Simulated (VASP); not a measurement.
# KF (P4/mmm) in VASP: a series of runs, part 2 of 2

VASP 6.6.1. Earlier steps stand in the parts before.

## Step 4: Single point, LDA (strain -0.015 along x and y, +0.015 along z)

INCAR reads:

```
PREC = Accurate
ENCUT = 520
EDIFF = 1E-6
ISMEAR = 0
SIGMA = 0.05
LREAL = False
LASPH = True
NELM = 80
ALGO = Normal
ISIF = 2
LWAVE = False
LCHARG = False
NBANDS = 15
```

KPOINTS reads:

```
regular mesh
0
Gamma
  8 8 8
```

POSCAR reads:

```
KF
1.0
    3.2100706750      0.0000000000      0.0000000000
    0.0000000000      3.2100706750      0.0000000000
    0.0000000000      0.0000000000      3.3078393250
K F
1 1
Direct
    0.0000000000      0.0000000000      0.0000000000
    0.5000000000      0.5000000000      0.5000000000
```

Potentials or basis: VASP PAW LDA potentials, release 64 (K_sv, F).

Started as:

```sh
$ cat potpaw_LDA.64/K_sv/POTCAR potpaw_LDA.64/F/POTCAR > POTCAR
$ mpirun -np 1 vasp_std > vasp.out
```

OUTCAR:

```text
PREC = Accurate
   ENCUT = 520
   EDIFF = 1E-6
   ISMEAR = 0
   LREAL = False
   LASPH = True
   NELM = 80
   ISIF = 2

 ion  position               nearest neighbor table
   1  0.000  0.000  0.000-   2 2.81   2 2.81   2 2.81   2 2.81   2 2.81   2 2.81   2 2.81   2 2.81

   2  0.500  0.500  0.500-   1 2.81   1 2.81   1 2.81   1 2.81   1 2.81   1 2.81   1 2.81   1 2.81

  LATTYP: Found a simple tetragonal cell.
 ALAT       =     3.2100706750
 C/A-ratio  =     1.0304568528

  Lattice vectors:

 A1 = (   3.2100706750,   0.0000000000,   0.0000000000)
 A2 = (   0.0000000000,   3.2100706750,   0.0000000000)
 A3 = (   0.0000000000,   0.0000000000,   3.3078393250)

Analysis of symmetry for initial positions (statically):
=====================================================================
 Subroutine PRICEL returns:
 Original cell was already a primitive cell.

 Routine SETGRP: Setting up the symmetry group for a
 simple tetragonal supercell.

 Subroutine GETGRP returns: Found 16 space group operations
 (whereof 16 operations were pure point group operations)
 out of a pool of 16 trial point group operations.

The static configuration has the point symmetry D_4h.

[... 169 lines left out ...]
  band No.  band energies     occupation
      1     -28.8972      2.00000
      2     -20.8895      2.00000
      3     -12.1732      2.00000
      4     -12.0945      2.00000
      5     -12.0945      2.00000
      6      -2.5252      2.00000
      7      -2.4221      2.00000
      8      -2.4221      2.00000
      9       3.5997      0.00000
     10       5.6421      0.00000
     11       5.7112      0.00000
     12      11.4597      0.00000
     13      11.4597      0.00000
     14      11.6657      0.00000
[... 401 lines left out ...]
      2     -20.8862      2.00000
      3     -12.9268      2.00000
      4     -12.1603      2.00000
      5     -12.1059      2.00000
      6      -3.5292      2.00000
      7      -2.7535      2.00000
      8      -2.5641      2.00000
      9       7.1844      0.00000
     10       7.2925      0.00000
     11       7.5885      0.00000
     12       9.2449      0.00000
     13      10.7691      0.00000
     14      10.8661      0.00000
     15      14.5366      0.00000

 [... further k-points ...]
[... 5 lines left out ...]
  --------------------------------------------------------------------------------------
  -------------------------------------------------------------------------------------
  Total       -0.9548705     -0.9548705     -1.4929675      0.0000000      0.0000000     -0.0000000
  in kB      -44.8829588    -44.8829588    -70.1757958      0.0000000      0.0000000     -0.0000000
  external PRESSURE =     -53.3139045 kB  Pullay stress =       0.0000000 kB

 VOLUME and BASIS-vectors are now :
 -----------------------------------------------------------------------------
  energy-cutoff  :      520.00
  volume of cell :       34.09
      direct lattice vectors                 reciprocal lattice vectors
     3.210070675  0.000000000  0.000000000     0.311519621  0.000000000  0.000000000
     0.000000000  3.210070675  0.000000000     0.000000000  0.311519621  0.000000000
     0.000000000  0.000000000  3.307839325     0.000000000  0.000000000  0.302312144

 POSITION                                       TOTAL-FORCE (eV/Angst)
 -----------------------------------------------------------------------------------
      0.00000      0.00000      0.00000         0.000000      0.000000      0.000000
      1.60504      1.60504      1.65392         0.000000      0.000000      0.000000
 -----------------------------------------------------------------------------------
    total drift:                                0.000000      0.000000     -0.000000

  FREE ENERGIE OF THE ION-ELECTRON SYSTEM (eV)
  ---------------------------------------------------
  free  energy   TOTEN  =        -8.8808289541 eV

  energy  without entropy=       -8.8808289541  energy(sigma->0) =       -8.88082895
```

OSZICAR:

```text
N       E                     dE             d eps       ncg     rms          rms(c)
DAV:   1     0.111702698578E+03    0.11170E+03   -0.82406E+03  2258   0.105E+03
DAV:   2    -0.542638392964E+01   -0.11713E+03   -0.10633E+03  2912   0.293E+02
DAV:   3    -0.991599310044E+01   -0.44896E+01   -0.44703E+01  2886   0.510E+01
DAV:   4    -0.100272999383E+02   -0.11131E+00   -0.11128E+00  3126   0.795E+00
DAV:   5    -0.100295142380E+02   -0.22143E-02   -0.22143E-02  3067   0.892E-01    0.571E+00
DAV:   6    -0.898236021792E+01    0.10472E+01   -0.25126E+00  2481   0.133E+01    0.391E+00
DAV:   7    -0.891936963822E+01    0.62991E-01   -0.82631E-02  2880   0.229E+00    0.220E+00
DAV:   8    -0.888069230002E+01    0.38677E-01   -0.47159E-02  2733   0.212E+00    0.253E-01
DAV:   9    -0.888081160754E+01   -0.11931E-03   -0.24992E-03  2691   0.494E-01    0.906E-02
DAV:  10    -0.888082266779E+01   -0.11060E-04   -0.18464E-04  3148   0.141E-01    0.593E-02
DAV:  11    -0.888083304753E+01   -0.10380E-04   -0.25499E-05  2580   0.604E-02    0.176E-02
DAV:  12    -0.888082891015E+01    0.41374E-05   -0.80369E-06  2643   0.354E-02    0.219E-03
DAV:  13    -0.888082895414E+01   -0.43988E-07   -0.53614E-07  1934   0.683E-03
   1 F= -.88808290E+01 E0= -.88808290E+01  d E =-.783325E-21
```

stdout:

```text
POSCAR found type information on POSCAR K F
 POSCAR found :  2 types and       2 ions
 scaLAPACK will be used
 LDA part: xc-table for (Slater(with rela. corr.)+CA(PZ))
 , standard interpolation
 POSCAR, INCAR and KPOINTS ok, starting setup
 FFT: planning ... GRIDC
 FFT: planning ... GRID_SOFT
 FFT: planning ... GRID
 WAVECAR not read
 entering main loop
```

Run time: 36 s. Hardware: 1 thread of Intel Xeon 8259CL, shared host; peak memory 0.15 GiB.

What came out:

```yaml
Free_energy: -8.8808 eV
Pressure: -5.3 GPa
Band_gap_on_the_k_mesh: 5.97 eV, indirect (least direct gap 6.02 eV)
```

Stress tensor (GPa, compression positive):
```
-4.49  0.00  0.00
 0.00 -4.49  0.00
 0.00  0.00 -7.02
```

Levels at points of the mesh, in eV from the valence-band top:
```
           k point  band 4  band 5  band 6  band 7  band 8  band 9  band 10  band 11  band 12  band 13
(0.00, 0.00, 0.00)   -9.72   -9.72   -0.15   -0.05   -0.05    5.97     8.02     8.09    13.83    13.83
(0.50, 0.00, 0.00)   -9.66   -9.59   -1.34   -0.29   -0.15    9.11     9.29    10.70    12.20    12.38
(0.50, 0.50, 0.00)  -10.63   -9.56   -0.67   -0.67   -0.10    8.08     8.85    11.57    11.57    14.18
(0.00, 0.00, 0.50)   -9.61   -9.61   -1.33   -0.18   -0.18    8.99     9.02    10.57    12.58    12.58
(0.50, 0.00, 0.50)  -10.52   -9.52   -0.69   -0.64    0.00    8.34     8.69    11.80    12.02    13.85
(0.50, 0.50, 0.50)  -10.43  -10.28   -1.15   -1.15   -1.13   10.07    10.41    10.41    14.78    15.00
```

Caveat: the cell differs from its parent crystal (strain -0.015 along x and y, +0.015 along z). A k mesh can miss the band edges.

## Step 5: Single point, LDA (strain -0.015 along x and y, +0.030 along z)

INCAR reads:

```
SYSTEM = KF
PREC = Accurate
ENCUT = 520
EDIFF = 1E-6
ISMEAR = 0
SIGMA = 0.05
LREAL = .False.
LASPH = .True.
NELM = 80
ALGO = Normal
ISIF = 2
LWAVE = .False.
LCHARG = .False.
GGA = CA
NBANDS = 15
```

KPOINTS reads:

```
Automatic mesh
0
Gamma
  8 8 8
  0 0 0
```

POSCAR: that of step 4 with these lines changed.

```diff
@@ -4,3 +4,3 @@
     0.0000000000      3.2100706750      0.0000000000
-    0.0000000000      0.0000000000      3.3078393250
+    0.0000000000      0.0000000000      3.3567236500
 K F
```

Started as:

```sh
$ cat potpaw_LDA.64/K_sv/POTCAR potpaw_LDA.64/F/POTCAR > POTCAR
$ mpirun -np 1 vasp_std > vasp.out
```

It took 33 s on 1 thread of Intel Xeon Platinum 8259CL at 2.50GHz (Skylake/Cascade Lake), shared host; peak memory 0.15 GiB.

Results (log left out):

- Free energy: -8.8576 eV
- Pressure: -5.7 GPa
- Band gap on the k mesh: 5.85 eV, indirect (least direct gap 5.90 eV)

Stress tensor (GPa, compression positive):
```
-4.42  0.00  0.00
 0.00 -4.42  0.00
 0.00  0.00 -8.14
```

Levels at points of the mesh, in eV from the valence-band top:
```csv
k point,band 6,band 7,band 8,band 9,band 10,band 11
"(0.00, 0.00, 0.00)",-0.20,-0.05,-0.05,5.85,7.96,8.06
"(0.50, 0.00, 0.00)",-1.34,-0.34,-0.14,9.02,9.27,10.55
"(0.50, 0.50, 0.00)",-0.69,-0.69,-0.14,7.93,8.83,11.39
"(0.00, 0.00, 0.50)",-1.33,-0.17,-0.17,8.78,8.92,10.37
"(0.50, 0.00, 0.50)",-0.71,-0.65,0.00,8.31,8.59,11.72
"(0.50, 0.50, 0.50)",-1.14,-1.14,-1.11,9.87,10.37,10.37
```

Caveat: the cell differs from its parent crystal (strain -0.015 along x and y, +0.030 along z). A k mesh can miss the band edges.

## Step 6: The runs side by side

| cell | gap on the mesh (eV) | pressure (GPa) |
| --- | --- | --- |
| a = 3.210, b = 3.210, c = 3.259 Å, 2 atoms | 6.10 | -5.0 |
| a = 3.259, b = 3.259, c = 3.210 Å, 2 atoms | 5.98 | -5.3 |
| a = 3.210, b = 3.210, c = 3.308 Å, 2 atoms | 5.97 | -5.3 |
| a = 3.210, b = 3.210, c = 3.357 Å, 2 atoms | 5.85 | -5.7 |

Alike in all rows: task single point; level LDA; potentials or basis VASP PAW LDA potentials, release 64 (K_sv, F); no spin polarisation; k mesh 8 × 8 × 8; cutoff (eV) 520; smearing gaussian 0.05 eV.

Absolute energies hang on the potentials; compare differences alone.
